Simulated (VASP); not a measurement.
# CoSi (P2_13) in VASP: single point with PBE

Aim: the single point of CoSi with PBE.

Program: VASP 6.6.1. These are calculated values, not measurements. Logs are shortened: lines on timing, memory, paths and dates and some standing lists are left out, and cuts for length are marked.

## (1) The cell of the first run

Symmetry: P2_13, No. 198, cubic system. Conventional cell: a = 4.438 Å, b = 4.438 Å, c = 4.438 Å, α = 90.00°, β = 90.00°, γ = 90.00°. Co (site symmetry 3) has 7 Si at 2.28 to 2.47 Å and 6 Co at 2.72 Å within 3.0 Å. Si (site symmetry 3) has 7 Co at 2.28 to 2.47 Å and 6 Si at 2.75 Å within 3.0 Å.

## (2) Single point, PBE

Input file INCAR:

```
SYSTEM = CoSi
ALGO     = Normal         ! electronic algorithm
EDIFF    = 1E-6           ! SCF threshold, eV
ENCUT    = 520            ! plane-wave cutoff, eV
GGA      = PE             ! functional
ISIF     = 2              ! what is computed and relaxed
ISMEAR   = 0              ! smearing method
LASPH    = .TRUE.         ! aspherical terms in the spheres
LCHARG   = .TRUE.         ! write CHGCAR
LELF     = .TRUE.         ! ELF
LREAL    = .FALSE.        ! projectors in reciprocal space
LVHAR    = .TRUE.       
LWAVE    = .FALSE.        ! write WAVECAR
NBANDS   = 36             ! bands
NELM     = 60             ! most SCF steps
PREC     = Accurate       ! precision mode
SIGMA    = 0.03           ! smearing width, eV
```

Input file KPOINTS:

```
k-points
0
G
  12 12 12
  0 0 0
```

Input file POSCAR:

```
CoSi
1.0
    4.4380000000      0.0000000000      0.0000000000
    0.0000000000      4.4380000000      0.0000000000
    0.0000000000      0.0000000000      4.4380000000
Co Si
4 4
Direct
    0.1400000000      0.1400000000      0.1400000000
    0.3600000000      0.8600000000      0.6400000000
    0.6400000000      0.3600000000      0.8600000000
    0.8600000000      0.6400000000      0.3600000000
    0.8430000000      0.8430000000      0.8430000000
    0.6570000000      0.1570000000      0.3430000000
    0.3430000000      0.6570000000      0.1570000000
    0.1570000000      0.3430000000      0.6570000000
```

Potentials or basis: VASP PAW PBE potentials, release 64 (Co, Si).

On the command line:

```bash
$ cat potpaw_PBE.64/Co/POTCAR potpaw_PBE.64/Si/POTCAR > POTCAR
$ mpirun -np 1 vasp_std > vasp.out
```

OUTCAR:

```text
SYSTEM = CoSi
   EDIFF = 1E-6
   ENCUT = 520
   GGA = PE
   ISIF = 2
   ISMEAR = 0
   LASPH = .TRUE.
   LREAL = .FALSE.
   NELM = 60
   PREC = Accurate

 ion  position               nearest neighbor table
   1  0.140  0.140  0.140-   5 2.28   6 2.33   7 2.33   8 2.33   7 2.47   8 2.47   6 2.47   2 2.72
                             4 2.72   2 2.72   4 2.72   3 2.72   3 2.72
   2  0.360  0.860  0.640-   6 2.28   5 2.33   7 2.33   8 2.33   7 2.47   8 2.47   5 2.47   1 2.72
                             3 2.72   1 2.72   3 2.72   4 2.72   4 2.72
   3  0.640  0.360  0.860-   7 2.28   6 2.33   5 2.33   8 2.33   8 2.47   6 2.47   5 2.47   4 2.72
                             2 2.72   2 2.72   4 2.72   1 2.72   1 2.72
   4  0.860  0.640  0.360-   8 2.28   6 2.33   7 2.33   5 2.33   6 2.47   5 2.47   7 2.47   3 2.72
                             1 2.72   1 2.72   3 2.72   2 2.72   2 2.72
   5  0.843  0.843  0.843-   1 2.28   2 2.33   3 2.33   4 2.33   3 2.47   4 2.47   2 2.47   6 2.75
                             7 2.75   8 2.75   6 2.75   8 2.75   7 2.75
   6  0.657  0.157  0.343-   2 2.28   1 2.33   3 2.33   4 2.33   3 2.47   4 2.47   1 2.47   8 2.75
                             5 2.75   5 2.75   7 2.75   7 2.75   8 2.75
   7  0.343  0.657  0.157-   3 2.28   2 2.33   1 2.33   4 2.33   4 2.47   2 2.47   1 2.47   8 2.75
                             5 2.75   8 2.75   6 2.75   6 2.75   5 2.75
   8  0.157  0.343  0.657-   4 2.28   2 2.33   3 2.33   1 2.33   2 2.47   1 2.47   3 2.47   7 2.75
                             5 2.75   7 2.75   5 2.75   6 2.75   6 2.75

  LATTYP: Found a simple cubic cell.
 ALAT       =     4.4380000000

  Lattice vectors:

 A1 = (   4.4380000000,   0.0000000000,   0.0000000000)
 A2 = (   0.0000000000,   4.4380000000,   0.0000000000)
 A3 = (   0.0000000000,   0.0000000000,   4.4380000000)

Analysis of symmetry for initial positions (statically):
=====================================================================
 Subroutine PRICEL returns:
 Original cell was already a primitive cell.

 Routine SETGRP: Setting up the symmetry group for a
 simple cubic supercell.

 Subroutine GETGRP returns: Found 12 space group operations
 (whereof  3 operations were pure point group operations)
 out of a pool of 48 trial point group operations.

The static configuration has the point symmetry C_3 .
 The point group associated with its full space group is T   .

Analysis of symmetry for dynamics (positions and initial velocities):
=====================================================================
 Subroutine PRICEL returns:
 Original cell was already a primitive cell.

 Routine SETGRP: Setting up the symmetry group for a
 simple cubic supercell.

 Subroutine GETGRP returns: Found 12 space group operations
 (whereof  3 operations were pure point group operations)
 out of a pool of 48 trial point group operations.

The dynamic configuration has the point symmetry C_3 .
 The point group associated with its full space group is T   .

 Subroutine INISYM returns: Found 12 space group operations
 (whereof  3 operations are pure point group operations),
 and found     1 'primitive' translations

----------------------------------------------------------------------------------------

                                     Primitive cell

  volume of cell :      87.4102

  direct lattice vectors                    reciprocal lattice vectors
     4.438000000  0.000000000  0.000000000     0.225326724  0.000000000  0.000000000
     0.000000000  4.438000000  0.000000000     0.000000000  0.225326724  0.000000000
     0.000000000  0.000000000  4.438000000     0.000000000  0.000000000  0.225326724

  length of vectors
     4.438000000  4.438000000  4.438000000     0.225326724  0.225326724  0.225326724

  position of ions in fractional coordinates (direct lattice)
     0.140000000  0.140000000  0.140000000
     0.360000000  0.860000000  0.640000000
     0.640000000  0.360000000  0.860000000
     0.860000000  0.640000000  0.360000000
     0.843000000  0.843000000  0.843000000
     0.657000000  0.157000000  0.343000000
     0.343000000  0.657000000  0.157000000
     0.157000000  0.343000000  0.657000000

  ion indices of the primitive-cell ions
   primitive index   ion index
                 1           1
                 2           2
                 3           3
                 4           4
                 5           5
                 6           6
                 7           7
                 8           8

----------------------------------------------------------------------------------------

 KPOINTS: k-points

Automatic generation of k-mesh.
 Grid dimensions read from file:
 generate k-points for:   12   12   12

 Generating k-lattice:

  Cartesian coordinates                     Fractional coordinates (reciprocal lattice)
     0.018777227  0.000000000  0.000000000     0.083333333  0.000000000  0.000000000
     0.000000000  0.018777227  0.000000000     0.000000000  0.083333333  0.000000000
     0.000000000  0.000000000  0.018777227     0.000000000  0.000000000  0.083333333

  Length of vectors
     0.018777227  0.018777227  0.018777227

  Shift w.r.t. Gamma in fractional coordinates (k-lattice)
     0.000000000  0.000000000  0.000000000

 Subroutine IBZKPT returns following result:
 ===========================================

 Found    119 irreducible k-points:

 Following reciprocal coordinates:
            Coordinates               Weight
  0.000000  0.000000  0.000000      1.000000
  0.083333  0.000000  0.000000      6.000000
  0.166667  0.000000  0.000000      6.000000
  0.250000  0.000000  0.000000      6.000000
  0.333333  0.000000  0.000000      6.000000
  0.416667  0.000000  0.000000      6.000000
[... 16 lines left out ...]
 -0.166667  0.333333  0.000000     12.000000
  0.416667  0.166667  0.000000     12.000000
 [... further k-points ...]
   k-points           NKPTS =    119   k-points in BZ     NKDIM =    119   number of bands    NBANDS=     36
   number of dos      NEDOS =    301   number of ions     NIONS =      8
   total plane-waves  NPLWV =  46656
   dimension x,y,z NGX =    36 NGY =   36 NGZ =   36
   dimension x,y,z NGXF=    72 NGYF=   72 NGZF=   72
   ions per type =               4   4
   NGX,Y,Z   is equivalent  to a cutoff of  13.49, 13.49, 13.49 a.u.
   NGXF,Y,Z  is equivalent  to a cutoff of  26.97, 26.97, 26.97 a.u.
 SYSTEM =  CoSi
   PREC   = accura    normal or accurate (medium, high low for compatibility)
   ISTART =      0    job   : 0-new  1-cont  2-samecut
   ICHARG =      2    charge: 1-file 2-atom 10-const
   ISPIN  =      1    spin polarized calculation?
   LNONCOLLINEAR =      F non collinear calculations
   LSORBIT =      F    spin-orbit coupling
   LASPH  =      T    aspherical Exc in radial PAW
   ENCUT  =  520.0 eV  38.22 Ry    6.18 a.u.   8.25  8.25  8.25*2*pi/ulx,y,z
   NELM   =     60;   NELMIN=  2; NELMDL= -5     # of ELM steps
   EDIFF  = 0.1E-05   stopping-criterion for ELM
   LREAL  =      F    real-space projection
   EDIFFG = 0.1E-04   stopping-criterion for IOM
   NSW    =      0    number of steps for IOM
   IBRION =     -1    ionic relax: 0-MD 1-quasi-New 2-CG
   NFREE  =      0    steps in history (QN), initial steepest desc. (CG)
   ISIF   =      2    stress and relaxation
   ISYM   =      2    0-nonsym 1-usesym 2-fastsym
   POTIM  = 0.5000    time-step for ionic-motion
   TEBEG  =    0.0;   TEEND  =   0.0 temperature during run
   PSTRESS=    0.0 pullay stress
   NELECT =      52.0000    total number of electrons
   NUPDOWN=      -1.0000    fix difference up-down
   EMIN   =  10.00;   EMAX   =-10.00  energy-range for DOS
   EFERMI =   0.00;   METHOD = LEGACY
   ISMEAR =     0;   SIGMA  =   0.03  broadening in eV -4-tet -1-fermi 0-gaus
   EFERMI_NEDOS =   21; number of points for ismear=-14 and -15
   IALGO  =     38    algorithm
   IMIX   =      4    mixing-type and parameters
     AMIX     =   0.40;   BMIX     =  1.00
     AMIX_MAG =   1.60;   BMIX_MAG =  1.00
  volume/ion in A,a.u.               =      10.93        73.73
  Fermi-wavevector in a.u.,A,eV,Ry     =   1.376856  2.601881 25.793021  1.895734
  Thomas-Fermi vector in A             =   2.502063
   LORBIT       =      0    0 simple, 1 ext, 2 COOP (PROOUT), +10 PAW based schemes
   GGA     = PE    functional components
   LHFCALC =     F    Hartree Fock is set to
   AEXX    =    0.0000 exact exchange contribution
   IVDW    =     0    specifies the selected vdW correction
   LEPSILON=     F    determine dielectric tensor
   LRPA    =     F    only Hartree local field effects (RPA)
 non-spin polarized calculation
 Gauss-broadening in eV      SIGMA  =   0.03
  energy-cutoff  :      520.00
  volume of cell :       87.41
 maximum number of plane-waves:      2375
 NGX is ok and might be reduce to    36
   NGX = 17   NGY = 17   NGZ = 17

 number of electron      51.9999992 magnetization

 Free energy of the ion-electron system (eV)
  ---------------------------------------------------
  ext. energy  EPLUGINS =         0.00000000
  ---------------------------------------------------
  free energy    TOTEN  =       -54.72613230 eV

  energy without entropy =      -54.72527673  energy(sigma->0) =      -54.72570451

 E-fermi :  12.0352     XC(G=0): -12.8397

 val. band max:       12.0237430245   @ k =   0.5000   0.5000   0.0000
 cond. band min:      12.0362728826   @ k =   0.0833   0.0833   0.0000
 fundamental gap:      0.0125298581
 Fermi energy:        12.0352069342

 k-point     1 :       0.0000    0.0000    0.0000
  band No.  band energies     occupation
      1      -1.5953      2.00000
      2       3.8865      2.00000
      3       3.8865      2.00000
      4       3.8865      2.00000
      5       6.5957      2.00000
      6       6.5957      2.00000
[... 28 lines left out ...]
     35      15.5867      0.00000
     36      17.0043      0.00000

 k-point     2 :       0.0833    0.0000    0.0000
  band No.  band energies     occupation
      1      -1.5437      2.00000
      2       3.3839      2.00000
      3       3.9192      2.00000
      4       4.2869      2.00000
      5       6.2693      2.00000
      6       6.6281      2.00000
[... 28 lines left out ...]
     35      15.7665      0.00000
     36      17.2035      0.00000

 k-point     3 :       0.1667    0.0000    0.0000
  band No.  band energies     occupation
      1      -1.3896      2.00000
      2       2.7791      2.00000
      3       4.0163      2.00000
      4       4.6207      2.00000
      5       6.0591      2.00000
      6       6.7160      2.00000
[... 28 lines left out ...]
     35      16.2613      0.00000
     36      17.3131      0.00000
[... 742 lines left out ...]
 k-point    23 :      -0.1667    0.3333    0.0000
  band No.  band energies     occupation
      1      -0.5856      2.00000
      2       1.5772      2.00000
      3       3.6934      2.00000
      4       5.0247      2.00000
      5       5.9924      2.00000
      6       6.3151      2.00000
[... 28 lines left out ...]
     35      16.3381      0.00000
     36      17.6746      0.00000

 k-point    24 :       0.4167    0.1667    0.0000
  band No.  band energies     occupation
      1      -0.1481      2.00000
      2       0.9533      2.00000
      3       3.9872      2.00000
      4       4.7207      2.00000
      5       6.2172      2.00000
      6       6.4717      2.00000
[... 28 lines left out ...]
     35      16.3924      0.00000
     36      18.1461      0.00000

 [... further k-points ...]

------------------------ aborting loop because EDIFF is reached ----------------------------------------

  FORCE on cell =-STRESS in cart. coord.  units (eV):
  Direction    XX          YY          ZZ          XY          YZ          ZX
  --------------------------------------------------------------------------------------
  -------------------------------------------------------------------------------------
  Total       -0.2024104     -0.2024104     -0.2024104      0.0000000      0.0000000      0.0000000
  in kB       -3.7100652     -3.7100652     -3.7100652      0.0000000      0.0000000      0.0000000
  external PRESSURE =      -3.7100652 kB  Pullay stress =       0.0000000 kB

 VOLUME and BASIS-vectors are now :
 -----------------------------------------------------------------------------
  energy-cutoff  :      520.00
  volume of cell :       87.41
      direct lattice vectors                 reciprocal lattice vectors
     4.438000000  0.000000000  0.000000000     0.225326724  0.000000000  0.000000000
     0.000000000  4.438000000  0.000000000     0.000000000  0.225326724  0.000000000
     0.000000000  0.000000000  4.438000000     0.000000000  0.000000000  0.225326724

 POSITION                                       TOTAL-FORCE (eV/Angst)
 -----------------------------------------------------------------------------------
      0.62132      0.62132      0.62132         0.157018      0.157018      0.157018
      1.59768      3.81668      2.84032        -0.157018     -0.157018      0.157018
      2.84032      1.59768      3.81668         0.157018     -0.157018     -0.157018
      3.81668      2.84032      1.59768        -0.157018      0.157018     -0.157018
      3.74123      3.74123      3.74123        -0.020328     -0.020328     -0.020328
      2.91577      0.69677      1.52223         0.020328      0.020328     -0.020328
      1.52223      2.91577      0.69677        -0.020328      0.020328      0.020328
      0.69677      1.52223      2.91577         0.020328     -0.020328      0.020328
 -----------------------------------------------------------------------------------
    total drift:                               -0.000000      0.000000      0.000000

  FREE ENERGIE OF THE ION-ELECTRON SYSTEM (eV)
  ---------------------------------------------------
  free  energy   TOTEN  =       -54.7261323001 eV

  energy  without entropy=      -54.7252767289  energy(sigma->0) =      -54.72570451
```

Run time: 4.7 min. Hardware: 1 thread of Intel Xeon Platinum 8259CL at 2.50GHz (Skylake/Cascade Lake), shared host; peak memory 0.41 GiB.

Results:

```
Free energy            : -54.7261 eV
Pressure               : -0.4 GPa
Largest force          : 0.272 eV/Å
Band gap on the k mesh : zero (bands 26 and 27 overlap by 0.20 eV)
```

Forces in eV/Å, atoms in the order of the input:
```
Co   0.157  0.157  0.157
Co  -0.157 -0.157  0.157
Co   0.157 -0.157 -0.157
Co  -0.157  0.157 -0.157
Si  -0.020 -0.020 -0.020
Si   0.020  0.020 -0.020
Si  -0.020  0.020  0.020
Si   0.020 -0.020  0.020
```

Spin polarisation is off, so any magnetic state and its effect on volume and gap are missing.
